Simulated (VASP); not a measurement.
**Ru: single point with revPBE**

The system is Ru.

```
Ru
1.0
     0.00000    1.91274    1.91274
     1.91274    0.00000    1.91274
     1.91274    1.91274    0.00000
Ru
1
Cartesian
  0.0000 0.0000 0.0000
```

```yaml
Program: VASP 6.6.1
Task: single point
Functional: revPBE
Potentials_or_basis: VASP PAW PBE potentials, release 64 (Ru_pv)
Cutoff: 520 eV
k_mesh: 14 × 14 × 14
Occupations: fermi-dirac, width 0.1 eV
Spin: no spin polarisation
Dipole_correction: no
Further_INCAR_settings: ALGO = Normal; EDIFF = 1e-07; NBANDS = 13
```

```
Pressure               : -0.1 GPa
Band gap on the k mesh : zero (band 7 reaches 14.41 eV, above the bottom of band 8 at 11.14 eV)
```

Levels at points of the mesh, in eV from the Fermi level:
```
           k point  band 5  band 6  band 7  band 8  band 9  band 10
(0.00, 0.00, 0.00)   -2.44   -2.44   -2.44   -0.11   -0.11    10.67
(0.50, 0.00, 0.00)   -2.56   -2.56    1.04    1.68    1.68     9.76
(0.50, 0.50, 0.00)   -5.63    1.63    2.17    2.17    3.61    10.67
```

Run time: 6.2 s on 1 thread of Intel(R) Xeon(R) 6975P-C (Granite Rapids), with other jobs on the host, peak memory 0.13 GiB.

Caveat: the PAW data sets were made with another functional, which shifts forces and pressure a little.
